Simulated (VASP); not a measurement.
Set up this calculation in VASP 6.6.1, as the native input.

```
Task                   : single point
Functional             : LDA
Potentials or basis    : VASP PAW LDA potentials, release 64 (Mg_sv, O)
Cutoff                 : 840 eV
k mesh                 : 10 × 10 × 10
Occupations            : gaussian, width 0.01 eV
Spin                   : no spin polarisation
Dipole correction      : no
Further INCAR settings : ALGO = Normal; EDIFF = 1e-06; NBANDS = 15
```

The structure of MgO lies in POSCAR:

```
MgO
1.0
    0.0000000000      2.0795922133      2.0795922133
    2.0795922133      0.0000000000      2.0795922133
    2.0795922133      2.0795922133      0.0000000000
Mg O
1 1
Direct
    0.0000000000      0.0000000000      0.0000000000
    0.5000000000      0.5000000000      0.5000000000
```

These files were run (other wordings do the same):

INCAR

```
SYSTEM = MgO
PREC     = Accurate       ! precision mode
ENCUT    = 840            ! plane-wave cutoff, eV
EDIFF    = 1E-6           ! SCF threshold, eV
ISMEAR   = 0              ! smearing method
SIGMA    = 0.01           ! smearing width, eV
LREAL    = .FALSE.        ! projectors in reciprocal space
LASPH    = .TRUE.         ! aspherical terms in the spheres
NELM     = 120            ! most SCF steps
ALGO     = Normal         ! electronic algorithm
ISIF     = 2              ! what is computed and relaxed
LWAVE    = .FALSE.        ! write WAVECAR
LCHARG   = .FALSE.        ! write CHGCAR
NBANDS   = 15             ! bands
GGA_COMPAT= .FALSE.
```

KPOINTS

```
regular mesh
0
G
  10 10 10
  0 0 0
```

Potentials or basis: VASP PAW LDA potentials, release 64 (Mg_sv, O).

The run is started by

```bash
$ cat potpaw_LDA.64/Mg_sv/POTCAR potpaw_LDA.64/O/POTCAR > POTCAR
$ mpirun -np 1 vasp_std > vasp.out
```

Results of the run:

```
Pressure               : 0.6 GPa
Band gap on the k mesh : 5.05 eV
```

Run time: 8.3 s on 1 thread of Intel(R) Xeon(R) 6975P-C (Granite Rapids), on a shared host, peak memory 0.15 GiB.
